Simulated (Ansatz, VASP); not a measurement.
**ReBPt in VASP and in Ansatz**

Contents of INCAR:

```
SYSTEM = ReBPt
ALGO = Fast
EDIFF = 1E-6
EDIFFG = -0.04
ENCUT = 600
GGA = PE
IBRION = 2
ISIF = 3
ISMEAR = 0
LASPH = .True.
LCHARG = .False.
LREAL = .False.
LWAVE = .False.
NELM = 60
NSW = 90
PREC = Accurate
SIGMA = 0.1
```

Contents of KPOINTS:

```
k-points
0
Gamma
  6 6 4
  0 0 0
```

Contents of POSCAR:

```
ReBPt
1.0
    3.3371073300      0.0000000000      0.0000000000
    0.0000000000      3.3371073300      0.0000000000
    0.0000000000      0.0000000000      4.1552501900
Re B Pt
1 1 1
Direct
    0.0000000000      0.0000000000      0.5000000000
    0.0000000000      0.0000000000      0.0000000000
    0.5000000000      0.5000000000      0.0000000000
```

Input for Ansatz:

```yaml
crystal:
  lattice:
    - [3.33710733, 0.0, 0.0]
    - [0.0, 3.33710733, 0.0]
    - [0.0, 0.0, 4.15525019]
  atoms:
    - { symbol: Re, position: [0.0, 0.0, 0.5] }
    - { symbol: B, position: [0.0, 0.0, 0.0] }
    - { symbol: Pt, position: [0.5, 0.5, 0.0] }
basis:
  ecutwfc: 420
kpoints:
  mp_grid: { grid: [6, 6, 4] }
hamiltonian:
  xc: pbe
scf:
  occupations: { method: gaussian, width: 0.1 }
  lower_state_search: "off"
output:
  forces: true
  stress: true
  eigenvalues: true
relax:
  adjacent_minimum: "off"
  f_tol: 0.04
  max_steps: 70
  cell: { stress_tol: 0.4 }
```

Alike in both runs: task relaxation of cell and atoms; functional PBE; k mesh 6 × 6 × 4; occupations gaussian, width 0.1 eV; no spin polarisation.

```csv
,VASP,Ansatz
version,VASP 6.6.1,Ansatz 0.2.0
potentials or method,"VASP PAW PBE potentials, release 64 (Re, B, Pt), cutoff 600 eV","scalar-relativistic, plane waves, PAW"
valence electrons in the cell,20,36
```

VASP gave:

| Quantity | Value |
| --- | --- |
| gap on the k mesh at the Fermi level, each at its own relaxed structure (eV) | none |
| relaxed volume (Å³/atom) | 13.11 |
| relaxed length of the cell vector where the two differ most in proportion (Å) | 4.141 |

Problem. Estimate Ansatz's values.

Solution. gap on the k mesh at the Fermi level, each at its own relaxed structure (eV): none; relaxed volume (Å³/atom): 13.09; relaxed length of the cell vector where the two differ most in proportion (Å): 4.134.

A gap of «none» marks a metal or a gap that the smearing closes. VASP's potentials hold 20 valence electrons a cell and Ansatz's 36, so a difference there can come from the potentials and not from the codes.

The k mesh is coarse, so the values compare programs but aren't converged. Spin-orbit coupling is off throughout. Noted on VASP's run: the volume moved by over 15 % at a fixed basis, so the end points are rough.
